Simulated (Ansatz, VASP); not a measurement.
MgMnNbO4: VASP beside Ansatz

```
CELL_PARAMETERS angstrom
-2.08534 2.08754 4.74474
2.08534 -2.08754 4.74474
2.08534 2.08754 -4.74474
ATOMIC_POSITIONS crystal
Nb 0.00012 0.00012 0.00000
Mn 0.74909 0.24909 0.50000
Mg 0.25039 0.75040 0.50000
O 0.77550 0.77550 0.00000
O 0.01287 0.51287 0.50000
O 0.22477 0.22477 0.00000
O 0.48725 0.98725 0.50000
```

Alike in both runs: task single point; functional PBE; k mesh 9 × 9 × 9; occupations fermi-dirac, width 0.05 eV; collinear spin.

|  | VASP | Ansatz |
| --- | --- | --- |
| version | VASP 6.6.1 | Ansatz 0.2.0 |
| potentials or method | VASP PAW PBE potentials, release 64 (Nb_sv, Mn_pv, Mg, O) | Ansatz PAW |
| plane-wave cutoff (eV) | 600 | 420 |
| valence electrons in the cell | 52 | 62 |

VASP gave:

| Property | Result |
| --- | --- |
| gap on the k mesh at the Fermi level (eV) | none |
| pressure (GPa) | -5.9 |
| traceless stress, the component that is largest in VASP (GPa) | 1.45 |
| rms of the force components (eV/Å) | 0.035 |
| net moment per atom (μB) | 0.55 |
| size of the moment on the site where the two differ most (μB) | 4.20 |

Question: Estimate Ansatz's values.

Answer: gap on the k mesh at the Fermi level (eV): none; pressure (GPa): -5.5; traceless stress, the component that is largest in VASP (GPa): 1.54; rms of the force components (eV/Å): 0.033; net moment per atom (μB): 0.55; size of the moment on the site where the two differ most (μB): 3.82.

Site moments also hang on the region over which each program counts them. Atom by atom the forces differ by 0.006 eV/Å (rms over components). A gap of «none» marks a metal or a gap that the smearing closes. VASP's potentials hold 52 valence electrons a cell and Ansatz's 62, so a difference there can come from the potentials and not from the codes.
